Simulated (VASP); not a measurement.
# Ga4SbAs (F-43m) in VASP: further runs, part 2 of 2

VASP 6.6.1.

**3. Single point, PBE**

This run uses another cell than the first one, of 36.93 Å³/atom.

The input, INCAR:

```
PREC = Accurate
ENCUT = 520
EDIFF = 1E-7
ISMEAR = 0
SIGMA = 0.1
LREAL = False
LASPH = True
NELM = 60
ALGO = Normal
ISIF = 2
LWAVE = False
LCHARG = False
GGA = PE
NBANDS = 40
```

The input, KPOINTS:

```
regular mesh
0
Gamma
  4 4 4
```

The input, POSCAR:

```
Ga4SbAs
1.0
    0.0000000000      4.8029504183      4.8029504183
    4.8029504183      0.0000000000      4.8029504183
    4.8029504183      4.8029504183      0.0000000000
Ga Sb As
4 1 1
Direct
    0.0944973751      0.0944973751      0.0944973751
    0.0944973751      0.0944973751      0.7165078747
    0.0944973751      0.7165078747      0.0944973751
    0.7165078747      0.0944973751      0.0944973751
    0.2500000000      0.2500000000      0.2500000000
    0.5000000000      0.5000000000      0.5000000000
```

Potentials or basis: VASP PAW PBE potentials, release 64 (Ga_d, Sb, As).

On the command line:

```sh
> cat potpaw_PBE.64/Ga_d/POTCAR potpaw_PBE.64/Sb/POTCAR potpaw_PBE.64/As/POTCAR > POTCAR
> mpirun -np 1 vasp_std > vasp.out
```

OUTCAR:

```text
PREC = Accurate
   ENCUT = 520
   EDIFF = 1E-7
   ISMEAR = 0
   LREAL = False
   LASPH = True
   NELM = 60
   ISIF = 2
   GGA = PE

 ion  position               nearest neighbor table
   1  0.094  0.094  0.094-   2 2.57   3 2.57   4 2.57   5 2.59
   2  0.094  0.094  0.717-   1 2.57   3 2.57   4 2.57   5 2.59
   3  0.094  0.717  0.094-   1 2.57   2 2.57   4 2.57   5 2.59
   4  0.717  0.094  0.094-   1 2.57   2 2.57   3 2.57   5 2.59
   5  0.250  0.250  0.250-   2 2.59   3 2.59   4 2.59   1 2.59
   6  0.500  0.500  0.500-

  LATTYP: Found a face centered cubic cell.
 ALAT       =     9.6059008366

  Lattice vectors:

 A1 = (   0.0000000000,   4.8029504183,   4.8029504183)
 A2 = (   4.8029504183,   0.0000000000,   4.8029504183)
 A3 = (   4.8029504183,   4.8029504183,   0.0000000000)

Analysis of symmetry for initial positions (statically):
=====================================================================
 Subroutine PRICEL returns:
 Original cell was already a primitive cell.

 Routine SETGRP: Setting up the symmetry group for a
 face centered cubic supercell.

 Subroutine GETGRP returns: Found 24 space group operations
 (whereof 24 operations were pure point group operations)
 out of a pool of 48 trial point group operations.

The static configuration has the point symmetry T_d .

Analysis of symmetry for dynamics (positions and initial velocities):
=====================================================================
 Subroutine PRICEL returns:
 Original cell was already a primitive cell.

 Routine SETGRP: Setting up the symmetry group for a
 face centered cubic supercell.

 Subroutine GETGRP returns: Found 24 space group operations
 (whereof 24 operations were pure point group operations)
 out of a pool of 48 trial point group operations.

[... 108 lines left out ...]
   IALGO  =     38    algorithm
   IMIX   =      4    mixing-type and parameters
     AMIX     =   0.40;   BMIX     =  1.00
     AMIX_MAG =   1.60;   BMIX_MAG =  1.00
  volume/ion in A,a.u.               =      36.93       249.23
  Fermi-wavevector in a.u.,A,eV,Ry     =   1.070748  2.023420 15.599098  1.146501
  Thomas-Fermi vector in A             =   2.206468
   LORBIT       =      0    0 simple, 1 ext, 2 COOP (PROOUT), +10 PAW based schemes
   GGA     = PE    functional components
   LHFCALC =     F    Hartree Fock is set to
   AEXX    =    0.0000 exact exchange contribution
   IVDW    =     0    specifies the selected vdW correction
   LEPSILON=     F    determine dielectric tensor
   LRPA    =     F    only Hartree local field effects (RPA)
 non-spin polarized calculation
 Gauss-broadening in eV      SIGMA  =   0.10
  energy-cutoff  :      520.00
  volume of cell :      221.59
 maximum number of plane-waves:      5996
 NGX is ok and might be reduce to    54
   NGX = 25   NGY = 25   NGZ = 25

 number of electron      61.9999991 magnetization

 Free energy of the ion-electron system (eV)
  ---------------------------------------------------
  ext. energy  EPLUGINS =         0.00000000
  ---------------------------------------------------
  free energy    TOTEN  =       -16.04678324 eV

  energy without entropy =      -16.02327954  energy(sigma->0) =      -16.03503139

 E-fermi :   1.1304     XC(G=0):  -7.5569

 val. band max:        1.1208504319   @ k =   0.5000   0.0000   0.0000
 cond. band min:       1.2576777295   @ k =   0.5000   0.2500   0.0000
 fundamental gap:      0.1368272976
 Fermi energy:         1.1303684861

 k-point     1 :       0.0000    0.0000    0.0000
  band No.  band energies     occupation
      1     -14.0788      2.00000
      2     -13.8481      2.00000
      3     -13.8481      2.00000
      4     -13.8481      2.00000
      5     -13.8217      2.00000
      6     -13.8217      2.00000
[... 333 lines left out ...]
     39       5.2553      0.00000
     40       5.2651      0.00000

------------------------ aborting loop because EDIFF is reached ----------------------------------------

  FORCE on cell =-STRESS in cart. coord.  units (eV):
  Direction    XX          YY          ZZ          XY          YZ          ZX
  --------------------------------------------------------------------------------------
  -------------------------------------------------------------------------------------
  Total        0.0892116      0.0892116      0.0892116     -0.0000000     -0.0000000      0.0000000
  in kB        0.6450269      0.6450269      0.6450269     -0.0000000     -0.0000000      0.0000000
  external PRESSURE =       0.6450269 kB  Pullay stress =       0.0000000 kB

 VOLUME and BASIS-vectors are now :
 -----------------------------------------------------------------------------
  energy-cutoff  :      520.00
  volume of cell :      221.59
      direct lattice vectors                 reciprocal lattice vectors
     0.000000000  4.802950418  4.802950418    -0.104102678  0.104102678  0.104102678
     4.802950418  0.000000000  4.802950418     0.104102678 -0.104102678  0.104102678
     4.802950418  4.802950418  0.000000000     0.104102678  0.104102678 -0.104102678

 POSITION                                       TOTAL-FORCE (eV/Angst)
 -----------------------------------------------------------------------------------
      0.90773      0.90773      0.90773         0.005839      0.005839      0.005839
      3.89522      3.89522      0.90773        -0.005839     -0.005839      0.005839
      3.89522      0.90773      3.89522        -0.005839      0.005839     -0.005839
      0.90773      3.89522      3.89522         0.005839     -0.005839     -0.005839
      2.40148      2.40148      2.40148         0.000000     -0.000000     -0.000000
      4.80295      4.80295      4.80295         0.000000     -0.000000     -0.000000
 -----------------------------------------------------------------------------------
    total drift:                                0.000007      0.000007      0.000007

  FREE ENERGIE OF THE ION-ELECTRON SYSTEM (eV)
  ---------------------------------------------------
  free  energy   TOTEN  =       -16.0467832416 eV

  energy  without entropy=      -16.0232795352  energy(sigma->0) =      -16.03503139
```

It took 77 s on 1 thread of Intel Xeon 6975P-C (Granite Rapids), shared host; peak memory 0.41 GiB.

Results:

```
Free energy            : -16.0468 eV
Pressure               : 0.1 GPa
Largest force          : 0.010 eV/Å
Band gap on the k mesh : zero (bands 31 and 32 overlap by 0.42 eV)
```

Forces in eV/Å, atoms in the order of the input:
```
Ga   0.006  0.006  0.006
Ga  -0.006 -0.006  0.006
Ga  -0.006  0.006 -0.006
Ga   0.006 -0.006 -0.006
Sb   0.000  0.000  0.000
As   0.000  0.000  0.000
```

Levels at points of the mesh, in eV from the Fermi level:
```tsv
k point	band 29	band 30	band 31	band 32	band 33	band 34
(0.00, 0.00, 0.00)	-2.11	0.24	0.24	0.24	0.85	0.85
(0.50, 0.00, 0.00)	-1.43	-0.16	-0.16	-0.01	1.68	2.33
(0.50, 0.50, 0.00)	-0.44	-0.14	-0.14	0.14	1.04	1.44
```

Caveat: semilocal functionals underestimate gaps, so a narrow gap can read as zero; spin-orbit coupling is left out, which moves the levels of the heavy elements.

**4. Relaxation of cell and atoms, PBE**

The input, INCAR:

```
SYSTEM = Ga4SbAs
PREC = Accurate
ENCUT = 600
EDIFF = 1E-6
ISMEAR = 0
SIGMA = 0.1
LREAL = .FALSE.
LASPH = .TRUE.
NELM = 100
ALGO = Normal
ISIF = 3
LWAVE = .FALSE.
LCHARG = .FALSE.
GGA = PE
IBRION = 2
NSW = 90
EDIFFG = -0.04
```

The input, KPOINTS:

```
regular mesh
0
G
  4 4 4
  0 0 0
```

The input, POSCAR:

```
Ga4SbAs
1.0
    0.0000000000      4.1361162900      4.1361162900
    4.1361162900      0.0000000000      4.1361162900
    4.1361162900      4.1361162900      0.0000000000
Ga Sb As
4 1 1
Direct
    0.1107655600      0.1107655600      0.1107655600
    0.1107655600      0.1107655600      0.6677033100
    0.1107655600      0.6677033100      0.1107655600
    0.6677033100      0.1107655600      0.1107655600
    0.2500000000      0.2500000000      0.2500000000
    0.5000000000      0.5000000000      0.5000000000
```

On the command line:

```sh
> cat potpaw_PBE.64/Ga_d/POTCAR potpaw_PBE.64/Sb/POTCAR potpaw_PBE.64/As/POTCAR > POTCAR
> mpirun -np 1 vasp_std > vasp.out
```

Run time: 5.3 min. Hardware: 1 thread of Intel Xeon 6975P-C (Granite Rapids), shared host; peak memory 0.36 GiB.

The run converged. Its results:

- Free energy: -16.0347 eV
- Relaxed volume: 36.96 Å³/atom
- Relaxed cell: a = 6.794 Å, b = 6.794 Å, c = 6.794 Å, α = 60.00°, β = 60.00°, γ = 60.00°
- Space group after relaxing (to 0.1 Å): F-43m (No. 216)
- Pressure after relaxing: 0.0 GPa
- Largest force after relaxing: 0.008 eV/Å
- Band gap on the k mesh: zero (bands 31 and 32 overlap by 0.42 eV)

Forces on the atoms (eV/Å):
```
Ga  -0.005 -0.005 -0.005
Ga   0.005  0.005 -0.005
Ga   0.005 -0.005  0.005
Ga  -0.005  0.005  0.005
Sb   0.000  0.000  0.000
As   0.000  0.000  0.000
```

Final structure:
```
Ga Sb As
1.0
     0.00000    4.80422    4.80422
     4.80422    0.00000    4.80422
     4.80422    4.80422    0.00000
Ga Sb As
4 1 1
Cartesian
  0.9085 0.9085 0.9085
  3.8958 3.8958 0.9085
  3.8958 0.9085 3.8958
  0.9085 3.8958 3.8958
  2.4021 2.4021 2.4021
  4.8042 4.8042 4.8042
```

Levels at points of the mesh, in eV from the Fermi level:
| k point | band 29 | band 30 | band 31 | band 32 | band 33 | band 34 |
| --- | --- | --- | --- | --- | --- | --- |
| (0.00, 0.00, 0.00) | -2.11 | 0.24 | 0.24 | 0.24 | 0.85 | 0.85 |
| (0.50, 0.00, 0.00) | -1.43 | -0.16 | -0.16 | -0.01 | 1.67 | 2.33 |
| (0.50, 0.50, 0.00) | -0.44 | -0.15 | -0.15 | 0.14 | 1.04 | 1.43 |

Caveat: the volume moved by over 15 % at a fixed basis, so the end points are rough; semilocal functionals underestimate gaps, so a narrow gap can read as zero; spin-orbit coupling is left out, which moves the levels of the heavy elements.

**5. Summary**

```csv
task,cell,cutoff (eV),gap on the mesh (eV),pressure (GPa),largest force (eV/Å)
single point,"a = 5.849 Å, angles 60.0°, 6 atoms, atomic positions A",520,none,41.8,14.70
single point,"a = 6.792 Å, angles 60.0°, 6 atoms, atomic positions B",520,none,0.1,0.01
relaxation of cell and atoms,"relaxed from a = 5.849 Å, angles 60.0°, 6 atoms, atomic positions A",600,none,0.0,0.01
```

Alike in all rows: level PBE; potentials or basis VASP PAW PBE potentials, release 64 (Ga_d, Sb, As); no spin polarisation; k mesh 4 × 4 × 4; smearing gaussian 0.1 eV.

Caveats: semilocal functionals underestimate gaps, so a narrow gap can read as zero; spin-orbit coupling is left out, which moves the levels of the heavy elements; the cell stands under pressure (at least some runs); forces of over 1 eV/Å act on the atoms, so gaps and moduli don't describe the material at rest (at least some runs); the volume moved by over 15 % at a fixed basis, so the end points are rough (at least some runs).

Absolute energies hang on the potentials; compare differences alone.
